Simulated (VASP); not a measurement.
# Zr (Im-3m) in VASP: notebook, part 2 of 2

VASP 6.6.1. Earlier steps stand in the parts before.

## 4. Single point, PBE (volume scaled by 1.025)

File INCAR:

```
SYSTEM = Zr
ALGO     = Normal         ! electronic algorithm
EDIFF    = 1E-6           ! SCF threshold, eV
ENCUT    = 520            ! plane-wave cutoff, eV
GGA      = PE             ! functional
ISIF     = 2              ! what is computed and relaxed
ISMEAR   = -1             ! smearing method
LASPH    = .TRUE.         ! aspherical terms in the spheres
LCHARG   = .TRUE.         ! write CHGCAR
LELF     = .TRUE.         ! ELF
LREAL    = .FALSE.        ! projectors in reciprocal space
LVHAR    = .TRUE.       
LWAVE    = .FALSE.        ! write WAVECAR
NBANDS   = 12             ! bands
NELM     = 80             ! most SCF steps
PREC     = Accurate       ! precision mode
SIGMA    = 0.08           ! smearing width, eV
```

File KPOINTS:

```
k-points
0
G
  14 14 14
  0 0 0
```

File POSCAR:

```
Zr
1.0
   -1.8249593561      1.8249593561      1.8249593561
    1.8249593561     -1.8249593561      1.8249593561
    1.8249593561      1.8249593561     -1.8249593561
Zr
1
Direct
    0.0000000000      0.0000000000      0.0000000000
```

Potentials or basis: VASP PAW PBE potentials, release 64 (Zr_sv).

Launch:

```bash
$ cat potpaw_PBE.64/Zr_sv/POTCAR > POTCAR
$ mpirun -np 1 vasp_std > vasp.out
```

OUTCAR:

```text
SYSTEM = Zr
   EDIFF = 1E-6
   ENCUT = 520
   GGA = PE
   ISIF = 2
   ISMEAR = -1
   LASPH = .TRUE.
   LREAL = .FALSE.
   NELM = 80
   PREC = Accurate

 ion  position               nearest neighbor table
   1  0.000  0.000  0.000-

  LATTYP: Found a body centered cubic cell.
 ALAT       =     3.6499187122

  Lattice vectors:

 A1 = (  -1.8249593561,   1.8249593561,   1.8249593561)
 A2 = (   1.8249593561,  -1.8249593561,   1.8249593561)
 A3 = (   1.8249593561,   1.8249593561,  -1.8249593561)

Analysis of symmetry for initial positions (statically):
=====================================================================
 Subroutine PRICEL returns:
 Original cell was already a primitive cell.

 Routine SETGRP: Setting up the symmetry group for a
 body centered cubic supercell.

 Subroutine GETGRP returns: Found 48 space group operations
 (whereof 48 operations were pure point group operations)
 out of a pool of 48 trial point group operations.

The static configuration has the point symmetry O_h .

Analysis of symmetry for dynamics (positions and initial velocities):
=====================================================================
 Subroutine PRICEL returns:
 Original cell was already a primitive cell.

 Routine SETGRP: Setting up the symmetry group for a
 body centered cubic supercell.

 Subroutine GETGRP returns: Found 48 space group operations
 (whereof 48 operations were pure point group operations)
 out of a pool of 48 trial point group operations.

The dynamic configuration has the point symmetry O_h .

 Subroutine INISYM returns: Found 48 space group operations
 (whereof 48 operations are pure point group operations),
 and found     1 'primitive' translations

----------------------------------------------------------------------------------------

                                     Primitive cell

  volume of cell :      24.3119

  direct lattice vectors                    reciprocal lattice vectors
    -1.824959356  1.824959356  1.824959356     0.000000000  0.273978704  0.273978704
     1.824959356 -1.824959356  1.824959356     0.273978704  0.000000000  0.273978704
     1.824959356  1.824959356 -1.824959356     0.273978704  0.273978704  0.000000000

  length of vectors
     3.160922327  3.160922327  3.160922327     0.387464400  0.387464400  0.387464400

  position of ions in fractional coordinates (direct lattice)
     0.000000000  0.000000000  0.000000000

  ion indices of the primitive-cell ions
   primitive index   ion index
                 1           1

----------------------------------------------------------------------------------------

 KPOINTS: k-points

Automatic generation of k-mesh.
 Grid dimensions read from file:
 generate k-points for:   14   14   14

 Generating k-lattice:

  Cartesian coordinates                     Fractional coordinates (reciprocal lattice)
     0.000000000  0.019569907  0.019569907     0.071428571  0.000000000  0.000000000
     0.019569907  0.000000000  0.019569907     0.000000000  0.071428571  0.000000000
     0.019569907  0.019569907  0.000000000     0.000000000  0.000000000  0.071428571

  Length of vectors
     0.027676029  0.027676029  0.027676029

  Shift w.r.t. Gamma in fractional coordinates (k-lattice)
     0.000000000  0.000000000  0.000000000

 Subroutine IBZKPT returns following result:
 ===========================================

 Found    104 irreducible k-points:

 Following reciprocal coordinates:
            Coordinates               Weight
  0.000000  0.000000  0.000000      1.000000
  0.071429  0.000000  0.000000     12.000000
  0.142857  0.000000  0.000000     12.000000
  0.214286  0.000000  0.000000     12.000000
  0.285714  0.000000  0.000000     12.000000
  0.357143  0.000000  0.000000     12.000000
[... 16 lines left out ...]
  0.285714  0.285714  0.000000     24.000000
  0.357143  0.285714 -0.000000     24.000000
 [... further k-points ...]
   k-points           NKPTS =    104   k-points in BZ     NKDIM =    104   number of bands    NBANDS=     12
   number of dos      NEDOS =    301   number of ions     NIONS =      1
   total plane-waves  NPLWV =  13824
   dimension x,y,z NGX =    24 NGY =   24 NGZ =   24
   dimension x,y,z NGXF=    48 NGYF=   48 NGZF=   48
   ions per type =               1
   NGX,Y,Z   is equivalent  to a cutoff of  12.62, 12.62, 12.62 a.u.
   NGXF,Y,Z  is equivalent  to a cutoff of  25.25, 25.25, 25.25 a.u.
 SYSTEM =  Zr
   PREC   = accura    normal or accurate (medium, high low for compatibility)
   ISTART =      0    job   : 0-new  1-cont  2-samecut
   ICHARG =      2    charge: 1-file 2-atom 10-const
   ISPIN  =      1    spin polarized calculation?
   LNONCOLLINEAR =      F non collinear calculations
   LSORBIT =      F    spin-orbit coupling
   LASPH  =      T    aspherical Exc in radial PAW
   ENCUT  =  520.0 eV  38.22 Ry    6.18 a.u.   5.88  5.88  5.88*2*pi/ulx,y,z
   NELM   =     80;   NELMIN=  2; NELMDL= -5     # of ELM steps
   EDIFF  = 0.1E-05   stopping-criterion for ELM
   LREAL  =      F    real-space projection
   EDIFFG = 0.1E-04   stopping-criterion for IOM
   NSW    =      0    number of steps for IOM
   IBRION =     -1    ionic relax: 0-MD 1-quasi-New 2-CG
   NFREE  =      0    steps in history (QN), initial steepest desc. (CG)
   ISIF   =      2    stress and relaxation
   ISYM   =      2    0-nonsym 1-usesym 2-fastsym
   POTIM  = 0.5000    time-step for ionic-motion
   TEBEG  =    0.0;   TEEND  =   0.0 temperature during run
   PSTRESS=    0.0 pullay stress
   NELECT =      12.0000    total number of electrons
   NUPDOWN=      -1.0000    fix difference up-down
   EMIN   =  10.00;   EMAX   =-10.00  energy-range for DOS
   EFERMI =   0.00;   METHOD = LEGACY
   ISMEAR =    -1;   SIGMA  =   0.08  broadening in eV -4-tet -1-fermi 0-gaus
   EFERMI_NEDOS =   21; number of points for ismear=-14 and -15
   IALGO  =     38    algorithm
   IMIX   =      4    mixing-type and parameters
     AMIX     =   0.40;   BMIX     =  1.00
     AMIX_MAG =   1.60;   BMIX_MAG =  1.00
  volume/ion in A,a.u.               =      24.31       164.07
  Fermi-wavevector in a.u.,A,eV,Ry     =   1.293785  2.444899 22.774509  1.673879
  Thomas-Fermi vector in A             =   2.425409
   LORBIT       =      0    0 simple, 1 ext, 2 COOP (PROOUT), +10 PAW based schemes
   GGA     = PE    functional components
   LHFCALC =     F    Hartree Fock is set to
   AEXX    =    0.0000 exact exchange contribution
   IVDW    =     0    specifies the selected vdW correction
   LEPSILON=     F    determine dielectric tensor
   LRPA    =     F    only Hartree local field effects (RPA)
 non-spin polarized calculation
  energy-cutoff  :      520.00
  volume of cell :       24.31
 maximum number of plane-waves:       682
   NGX = 11   NGY = 11   NGZ = 11

 number of electron      12.0000000 magnetization

 Free energy of the ion-electron system (eV)
  ---------------------------------------------------
  ext. energy  EPLUGINS =         0.00000000
  ---------------------------------------------------
  free energy    TOTEN  =        -8.43294918 eV

  energy without entropy =       -8.39006504  energy(sigma->0) =       -8.41150711

 E-fermi :   8.2432     XC(G=0): -10.8823

 val. band max:        8.2201415505   @ k =   0.2857   0.2143   0.0714
 cond. band min:       8.2443033070   @ k =   0.2143   0.2143   0.0000
 fundamental gap:      0.0241617565
 Fermi energy:         8.2432246022

 k-point     1 :       0.0000    0.0000    0.0000
  band No.  band energies     occupation
      1     -40.3456      2.00000
      2     -17.9152      2.00000
      3     -17.9152      2.00000
      4     -17.9152      2.00000
      5       2.9498      2.00000
      6       9.3407      0.00000
      7       9.3407      0.00000
      8       9.3407      0.00000
      9      11.6954      0.00000
     10      11.6954      0.00000
     11      20.4860      0.00000
     12      20.4860      0.00000

 k-point     2 :       0.0714    0.0000    0.0000
  band No.  band energies     occupation
      1     -40.3395      2.00000
      2     -17.9593      2.00000
      3     -17.9288      2.00000
      4     -17.9154      2.00000
      5       3.1152      2.00000
      6       9.2323      0.00001
      7       9.3043      0.00000
      8       9.4994      0.00000
      9      11.5322      0.00000
     10      11.6952      0.00000
     11      20.6248      0.00000
     12      20.7838      0.00000
[... 316 lines left out ...]
 k-point    24 :       0.3571    0.2857   -0.0000
  band No.  band energies     occupation
      1     -40.2047      2.00000
      2     -18.5563      2.00000
      3     -18.4275      2.00000
      4     -18.0189      2.00000
      5       6.9348      2.00000
      6       7.7181      1.99719
      7       8.0655      1.80427
      8      11.8374      0.00000
      9      12.2183      0.00000
     10      16.2848      0.00000
     11      16.7429      0.00000
     12      18.1465      0.00000

 [... further k-points ...]
[... 5 lines left out ...]
  --------------------------------------------------------------------------------------
  -------------------------------------------------------------------------------------
  Total       -0.7359079     -0.7359079     -0.7359079      0.0000000     -0.0000000      0.0000000
  in kB      -48.4969553    -48.4969553    -48.4969553      0.0000000     -0.0000000      0.0000000
  external PRESSURE =     -48.4969553 kB  Pullay stress =       0.0000000 kB

 VOLUME and BASIS-vectors are now :
 -----------------------------------------------------------------------------
  energy-cutoff  :      520.00
  volume of cell :       24.31
      direct lattice vectors                 reciprocal lattice vectors
    -1.824959356  1.824959356  1.824959356     0.000000000  0.273978704  0.273978704
     1.824959356 -1.824959356  1.824959356     0.273978704  0.000000000  0.273978704
     1.824959356  1.824959356 -1.824959356     0.273978704  0.273978704  0.000000000

 POSITION                                       TOTAL-FORCE (eV/Angst)
 -----------------------------------------------------------------------------------
      0.00000      0.00000      0.00000         0.000000     -0.000000     -0.000000
 -----------------------------------------------------------------------------------
    total drift:                                0.000000      0.000000      0.000000

  FREE ENERGIE OF THE ION-ELECTRON SYSTEM (eV)
  ---------------------------------------------------
  free  energy   TOTEN  =        -8.4329491801 eV

  energy  without entropy=       -8.3900650404  energy(sigma->0) =       -8.41150711
```

It took 11 s on 1 thread of Intel Xeon Platinum 8488C (Sapphire Rapids), shared host; peak memory 0.15 GiB.

What came out:

```
Free energy            : -8.4329 eV
Pressure               : -4.8 GPa
Band gap on the k mesh : zero (band 6 reaches 9.34 eV, above the bottom of band 7 at 7.63 eV)
```

## 5. Single point, PBE (volume scaled by 1.05)

File INCAR:

```
SYSTEM = Zr
ALGO = Normal
EDIFF = 1E-6
ENCUT = 520
GGA = PE
ISIF = 2
ISMEAR = -1
LASPH = .TRUE.
LCHARG = .TRUE.
LELF = .TRUE.
LREAL = .FALSE.
LVHAR = .TRUE.
LWAVE = .FALSE.
NBANDS = 12
NELM = 80
PREC = Accurate
SIGMA = 0.08
```

KPOINTS is that of step 4.

File POSCAR:

```
Zr
1.0
   -1.8396774058      1.8396774058      1.8396774058
    1.8396774058     -1.8396774058      1.8396774058
    1.8396774058      1.8396774058     -1.8396774058
Zr
1
Direct
    0.0000000000      0.0000000000      0.0000000000
```

Potentials or basis: VASP PAW PBE potentials, release 64 (Zr_sv).

Launch:

```bash
$ cat potpaw_PBE.64/Zr_sv/POTCAR > POTCAR
$ mpirun -np 1 vasp_std > vasp.out
```

OUTCAR:

```text
SYSTEM = Zr
   EDIFF = 1E-6
   ENCUT = 520
   GGA = PE
   ISIF = 2
   ISMEAR = -1
   LASPH = .TRUE.
   LREAL = .FALSE.
   NELM = 80
   PREC = Accurate

 ion  position               nearest neighbor table
   1  0.000  0.000  0.000-

  LATTYP: Found a body centered cubic cell.
 ALAT       =     3.6793548116

  Lattice vectors:

 A1 = (  -1.8396774058,   1.8396774058,   1.8396774058)
 A2 = (   1.8396774058,  -1.8396774058,   1.8396774058)
 A3 = (   1.8396774058,   1.8396774058,  -1.8396774058)

Analysis of symmetry for initial positions (statically):
=====================================================================
 Subroutine PRICEL returns:
 Original cell was already a primitive cell.

 Routine SETGRP: Setting up the symmetry group for a
 body centered cubic supercell.

 Subroutine GETGRP returns: Found 48 space group operations
 (whereof 48 operations were pure point group operations)
 out of a pool of 48 trial point group operations.

The static configuration has the point symmetry O_h .

Analysis of symmetry for dynamics (positions and initial velocities):
[... 158 lines left out ...]
 val. band max:        7.9785156823   @ k =   0.2857   0.0000   0.0000
 cond. band min:       7.9941250452   @ k =   0.2143   0.2143   0.0000
 fundamental gap:      0.0156093630
 Fermi energy:         7.9902259808

 k-point     1 :       0.0000    0.0000    0.0000
  band No.  band energies     occupation
      1     -40.6549      2.00000
      2     -18.2519      2.00000
      3     -18.2519      2.00000
      4     -18.2519      2.00000
      5       2.7414      2.00000
      6       9.0716      0.00000
      7       9.0716      0.00000
      8       9.0716      0.00000
      9      11.3638      0.00000
     10      11.3638      0.00000
     11      20.1510      0.00000
     12      20.1510      0.00000
[... 331 lines left out ...]
 k-point    24 :       0.3571    0.2857    0.0000
  band No.  band energies     occupation
      1     -40.5277      2.00000
      2     -18.8442      2.00000
      3     -18.7252      2.00000
      4     -18.3477      2.00000
      5       6.7189      2.00000
      6       7.4767      1.99674
      7       7.8009      1.82853
      8      11.4944      0.00000
      9      11.8602      0.00000
     10      15.7999      0.00000
     11      16.2566      0.00000
     12      17.6407      0.00000

 [... further k-points ...]
[... 5 lines left out ...]
  --------------------------------------------------------------------------------------
  -------------------------------------------------------------------------------------
  Total       -1.0102030     -1.0102030     -1.0102030      0.0000000      0.0000000      0.0000000
  in kB      -64.9881559    -64.9881559    -64.9881559      0.0000000      0.0000000      0.0000000
  external PRESSURE =     -64.9881559 kB  Pullay stress =       0.0000000 kB

 VOLUME and BASIS-vectors are now :
 -----------------------------------------------------------------------------
  energy-cutoff  :      520.00
  volume of cell :       24.90
      direct lattice vectors                 reciprocal lattice vectors
    -1.839677406  1.839677406  1.839677406     0.000000000  0.271786781  0.271786781
     1.839677406 -1.839677406  1.839677406     0.271786781  0.000000000  0.271786781
     1.839677406  1.839677406 -1.839677406     0.271786781  0.271786781  0.000000000

 POSITION                                       TOTAL-FORCE (eV/Angst)
 -----------------------------------------------------------------------------------
      0.00000      0.00000      0.00000        -0.000000      0.000000     -0.000000
 -----------------------------------------------------------------------------------
    total drift:                                0.000000      0.000000      0.000000

  FREE ENERGIE OF THE ION-ELECTRON SYSTEM (eV)
  ---------------------------------------------------
  free  energy   TOTEN  =        -8.4121070037 eV

  energy  without entropy=       -8.3673333945  energy(sigma->0) =       -8.38972020
```

OSZICAR:

```text
N       E                     dE             d eps       ncg     rms          rms(c)
DAV:   1     0.853112059100E+02    0.85311E+02   -0.68096E+03  2496   0.986E+02
DAV:   2    -0.564432405866E+01   -0.90956E+02   -0.88421E+02  2880   0.266E+02
DAV:   3    -0.873072830522E+01   -0.30864E+01   -0.30387E+01  3880   0.408E+01
DAV:   4    -0.879126513648E+01   -0.60537E-01   -0.60461E-01  2868   0.535E+00
DAV:   5    -0.879241194052E+01   -0.11468E-02   -0.11468E-02  3576   0.557E-01    0.888E+00
DAV:   6    -0.846868346024E+01    0.32373E+00   -0.41519E-01  2692   0.585E+00    0.336E+00
DAV:   7    -0.840954599696E+01    0.59137E-01   -0.20219E-01  3004   0.386E+00    0.677E-01
DAV:   8    -0.841212706360E+01   -0.25811E-02   -0.12107E-02  2996   0.122E+00    0.117E-01
DAV:   9    -0.841212012698E+01    0.69366E-05   -0.50128E-04  3140   0.201E-01    0.234E-02
DAV:  10    -0.841210807151E+01    0.12055E-04   -0.28395E-05  3060   0.526E-02    0.154E-02
DAV:  11    -0.841210694358E+01    0.11279E-05   -0.19991E-06  2876   0.137E-02    0.198E-03
DAV:  12    -0.841210700368E+01   -0.60096E-07   -0.66202E-08  1424   0.228E-03
   1 F= -.84121070E+01 E0= -.83897202E+01  d E =-.447736E-01
```

stdout:

```text
POSCAR found type information on POSCAR Zr
 POSCAR found :  1 types and       1 ions
 scaLAPACK will be used
 LDA part: xc-table for (Slater+PW92), standard interpolation
 POSCAR, INCAR and KPOINTS ok, starting setup
 FFT: planning ... GRIDC
 FFT: planning ... GRID_SOFT
 FFT: planning ... GRID
 WAVECAR not read
 entering main loop
```

It took 11 s on 1 thread of Intel Xeon Platinum 8488C (Sapphire Rapids), shared host; peak memory 0.15 GiB.

What came out:

| Property | Result |
| --- | --- |
| Free energy | -8.4121 eV |
| Pressure | -6.5 GPa |
| Band gap on the k mesh | zero (band 6 reaches 9.07 eV, above the bottom of band 7 at 7.39 eV) |

## 6. The runs side by side

```csv
cell,gap on the mesh (eV),pressure (GPa)
"a = 3.082 Å, angles 109.5°, 1 atom",none,1.3
"a = 3.109 Å, angles 109.5°, 1 atom",none,-1.0
"a = 3.161 Å, angles 109.5°, 1 atom",none,-4.8
"a = 3.186 Å, angles 109.5°, 1 atom",none,-6.5
```

Alike in all rows: task single point; level PBE; potentials or basis VASP PAW PBE potentials, release 64 (Zr_sv); no spin polarisation; k mesh 14 × 14 × 14; cutoff (eV) 520; smearing fermi-dirac 0.08 eV.

Total energies depend on the potentials used, so only differences within one code and one set of settings carry meaning.
